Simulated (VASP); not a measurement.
Runs of VASP 6.6.1 on InAs. The structure is that of space group Fm-3m (No. 225), or close to it. The cells are those of the table. 

| task | level | cell | k mesh | cutoff (eV) | smearing | gap on the mesh (eV) | pressure (GPa) |
| --- | --- | --- | --- | --- | --- | --- | --- |
| single point | PBEsol | a = 3.957 Å, angles 60.0°, 2 atoms | 12 × 12 × 12 | 500 | gaussian 0.1 eV | none | (c) |
| single point | PBEsol | a = 4.024 Å, angles 60.0°, 2 atoms | 12 × 12 × 12 | 500 | gaussian 0.1 eV | none | -1.3 |
| single point | PBEsol | a = 4.069 Å, angles 60.0°, 2 atoms | 12 × 12 × 12 | 520 | gaussian 0.1 eV | none | -3.1 |
| single point | PBEsol | a = 4.033 Å, angles 60.0°, 2 atoms | 12 × 12 × 12 | 500 | gaussian 0.1 eV | none | (a) |
| single point | PBEsol | a = 3.997 Å, angles 60.0°, 2 atoms | 12 × 12 × 12 | 520 | gaussian 0.1 eV | none | 0.1 |
| relaxation of cell and atoms | PBEsol | relaxed from a = 4.069 Å, angles 60.0°, 2 atoms | 12 × 12 × 12 | 600 | gaussian 0.1 eV | none | 0.0 |
| single point | PBEsol | a = 4.144 Å, angles 60.0°, 2 atoms | 12 × 12 × 12 | 500 | gaussian 0.1 eV | none | -5.9 |
| single point | PBEsol | a = 3.971 Å, angles 60.0°, 2 atoms | 12 × 12 × 12 | 500 | gaussian 0.1 eV | none | 1.6 |
| single point | r2SCAN | a = 4.050 Å, angles 60.0°, 2 atoms | 12 × 12 × 12 | 550 | gaussian 0.1 eV | none | -1.5 |
| single point | PBEsol | a = 3.997 Å, angles 60.0°, 2 atoms | 18 × 18 × 18 | 520 | gaussian 0.15 eV | none | (b) |

Alike in all rows: potentials or basis VASP PAW PBE potentials, release 64 (In_d, As); no spin polarisation.

Task: Estimate the missing entries.

Result: (a) -1.7; (b) 0.2; (c) 2.5.

Caveats: the PAW data sets were made with another functional, which shifts forces and pressure a little; spin-orbit coupling is left out, which moves the levels of the heavy elements.

A k mesh can miss the band edges, and the runs leave out spin-orbit coupling on As, In.

A gap of «none» marks levels without a gap at the run's occupations.
